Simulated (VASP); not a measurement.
Set up this calculation in VASP 6.6.1, as the native input.

```yaml
Task: single point
Functional: PBE
Dispersion: D3(BJ)
Potentials_or_basis: VASP PAW PBE potentials, release 64 (Sb, Ga_d, O, C)
Cutoff: 520 eV
k_mesh: 6 × 6 × 1
Occupations: gaussian, width 0.1 eV
Spin: no spin polarisation
Dipole_correction: yes
Further_INCAR_settings: ALGO = Normal; EDIFF = 1e-06; NBANDS = 32
```

The structure of Ga2Sb2CO lies in POSCAR:

```
Ga2Sb2CO
1.0
    4.3343814647      0.0000000000      0.0000000000
   -2.1671907324      3.7536844581      0.0000000000
    0.0000000000      0.0000000000     23.6197422994
Sb Ga O C
2 2 1 1
Direct
    0.0000000000      0.0000000000      0.1693498578
    0.3333333333      0.6666666667      0.3259656336
    0.3333333333      0.6666666667      0.2068080104
    0.6666666667      0.3333333333      0.3585874135
    0.6666666667      1.0000000000      0.4898335533
    0.6666666667      1.0000000000      0.5385216375
```

These files were run (other wordings do the same):

INCAR

```
  PREC = Accurate
  ENCUT = 520
  EDIFF = 1E-6
  ISMEAR = 0
  SIGMA = 0.1
  LREAL = False
  LASPH = True
  NELM = 100
  ALGO = Normal
  ISIF = 2
  LWAVE = False
  LCHARG = False
  LDIPOL = True
  IDIPOL = 3
  DIPOL = 0.5 0.5 0.348
  GGA = PE
  IVDW = 12
  NBANDS = 32
```

KPOINTS

```
regular mesh
0
Gamma
  6 6 1
```

Potentials or basis: VASP PAW PBE potentials, release 64 (Sb, Ga_d, O, C).

Command:

```console
$ cat potpaw_PBE.64/Sb/POTCAR potpaw_PBE.64/Ga_d/POTCAR potpaw_PBE.64/O/POTCAR potpaw_PBE.64/C/POTCAR > POTCAR
$ mpirun -np 1 vasp_std > vasp.out
```

It gave:

```json
{
  "Largest force": "0.681 eV/Å",
  "Band gap on the k mesh": "0.03 eV, indirect (least direct gap 0.14 eV)",
  "Dispersion energy per atom": "-0.167 eV"
}
```

Caveat: spin-orbit coupling is left out, which moves the levels of the heavy elements.

Run time: 7.2 min on 1 thread of Oxide Virtual Turin-like Processor, on a shared host, peak memory 0.57 GiB.
